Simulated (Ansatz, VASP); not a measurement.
**One calculation of Sn4P, two programs**

File INCAR:

```
  PREC = Accurate
  ENCUT = 600
  EDIFF = 1E-6
  ISMEAR = 0
  SIGMA = 0.1
  LREAL = False
  LASPH = True
  NELM = 80
  ALGO = Normal
  ISIF = 3
  LWAVE = False
  LCHARG = False
  GGA = PE
  IBRION = 2
  NSW = 90
  EDIFFG = -0.04
```

KPOINTS

```
regular mesh
0
Gamma
  6 6 6
```

POSCAR

```
Sn4P
1.0
   -4.1050482929      4.1050482929      1.8722189721
    4.1050482929     -4.1050482929      1.8722189721
    4.1050482929      4.1050482929     -1.8722189721
Sn P
4 1
Direct
    0.4322044613      0.2329629852      0.6651674465
    0.2329629852      0.5677955387      0.8007585239
    0.5677955387      0.7670370148      0.3348325535
    0.7670370148      0.4322044613      0.1992414761
    0.0000000000      0.0000000000      0.0000000000
```

Input for Ansatz:

```yaml
crystal:
  lattice:
    - [-4.1050482929, 4.1050482929, 1.8722189721]
    - [4.1050482929, -4.1050482929, 1.8722189721]
    - [4.1050482929, 4.1050482929, -1.8722189721]
  atoms:
    - { symbol: Sn, position: [0.4322044613, 0.2329629852, 0.6651674465] }
    - { symbol: Sn, position: [0.2329629852, 0.5677955387, 0.8007585239] }
    - { symbol: Sn, position: [0.5677955387, 0.7670370148, 0.3348325535] }
    - { symbol: Sn, position: [0.7670370148, 0.4322044613, 0.1992414761] }
    - { symbol: P, position: [0.0, 0.0, 0.0] }
basis:
  ecutwfc: 420
kpoints:
  mp_grid: { grid: [6, 6, 6] }
hamiltonian:
  xc: pbe
scf:
  occupations: { method: gaussian, width: 0.1 }
  lower_state_search: "off"
output:
  forces: true
  stress: true
  eigenvalues: true
relax:
  adjacent_minimum: "off"
  f_tol: 0.04
  max_steps: 70
  cell: { stress_tol: 0.4 }
```

Change from the starting cell: species swapped into the LuAg4 type (I4/m, No. 87).

Alike in both runs: task relaxation of cell and atoms; functional PBE; k mesh 6 × 6 × 6; occupations gaussian, width 0.1 eV; no spin polarisation.

|  | VASP | Ansatz |
| --- | --- | --- |
| version | VASP 6.6.1 | Ansatz 0.2.0 |
| potentials or method | VASP PAW PBE potentials, release 64 (Sn_d, P), cutoff 600 eV | scalar-relativistic, plane waves, PAW |
| valence electrons in the cell | 61 | 61 |

```csv
,VASP,Ansatz,Ansatz less VASP
"gap on the k mesh at the Fermi level, each at its own relaxed structure (eV)",none,none,-
relaxed volume (Å³/atom),25.53,25.53,+0.005
relaxed cell length with the largest relative difference (Å),6.114,6.107,-0.0062
```

A gap of «none» marks a metal or a gap that the smearing closes.
